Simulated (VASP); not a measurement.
Wanted: the native input for a VASP 6.6.1 run.

* Task: single point
* Functional: r2SCAN
* Dispersion: D4
* Potentials or basis: VASP PAW PBE potentials, release 64 (Ga_d, N)
* Cutoff: 520 eV
* k mesh: 10 × 10 × 5
* Occupations: fermi-dirac, width 0.05 eV
* Spin: no spin polarisation
* Dipole correction: no
* Further INCAR settings: ALGO = Normal; EDIFF = 1e-06; NBANDS = 26

The system is GaN.

```
Ga N
1.0
     3.18000    0.00000    0.00000
    -1.59000    2.75396    0.00000
     0.00000    0.00000    5.16600
Ga N
2 2
Direct
  0.66667 0.33333 0.50000
  0.33333 0.66667 0.00000
  0.66667 0.33333 0.87500
  0.33333 0.66667 0.37500
```

The input as run:

POSCAR

```
GaN
1.0
    3.1800000000      0.0000000000      0.0000000000
   -1.5900000000      2.7539607840      0.0000000000
    0.0000000000      0.0000000000      5.1660000000
Ga N
2 2
Direct
    0.6666666667      0.3333333333      0.5000000000
    0.3333333333      0.6666666667      0.0000000000
    0.6666666667      0.3333333333      0.8750000000
    0.3333333333      0.6666666667      0.3750000000
```

INCAR.step1

```
SYSTEM = GaN
  PREC = Accurate
  ENCUT = 520
  ISMEAR = -1
  SIGMA = 0.05
  LREAL = .False.
  LASPH = .True.
  NELM = 60
  NBANDS = 26
  GGA = PE
  ALGO = Normal
  EDIFF = 1E-4
  LWAVE = .True.
  LCHARG = .False.
```

INCAR.step2

```
SYSTEM = GaN
  PREC = Accurate
  ENCUT = 520
  EDIFF = 1E-6
  ISMEAR = -1
  SIGMA = 0.05
  LREAL = .False.
  LASPH = .True.
  NELM = 60
  ALGO = Normal
  ISIF = 2
  LWAVE = .False.
  LCHARG = .False.
  METAGGA = R2SCAN
  LMIXTAU = .True.
  IVDW = 13
  VDW_S6 = 1.0
  VDW_S8 = 0.6018749
  VDW_A1 = 0.51559235
  VDW_A2 = 5.77342911
  NBANDS = 26
  ISTART = 1
```

KPOINTS

```
Automatic mesh
0
Gamma
  10 10 5
  0 0 0
```

Potentials or basis: VASP PAW PBE potentials, release 64 (Ga_d, N).

Run with:

```bash
$ cat potpaw_PBE.64/Ga_d/POTCAR potpaw_PBE.64/N/POTCAR > POTCAR
$ cp INCAR.step1 INCAR
$ mpirun -np 1 vasp_std > vasp.out
$ cp INCAR.step2 INCAR
$ mpirun -np 1 vasp_std > vasp.out
```

It gave:

```yaml
Pressure: 0.2 GPa
Largest_force: 0.137 eV/Å
Band_gap_on_the_k_mesh: 2.38 eV, direct
Dispersion_energy_per_atom: -0.147 eV
```

Caveat: the PAW data sets were made with another functional, which shifts forces and pressure a little.

Run time: 60 s on 1 thread of Intel(R) Xeon(R) 6975P-C (Granite Rapids), with other jobs on the host, peak memory 0.19 GiB.
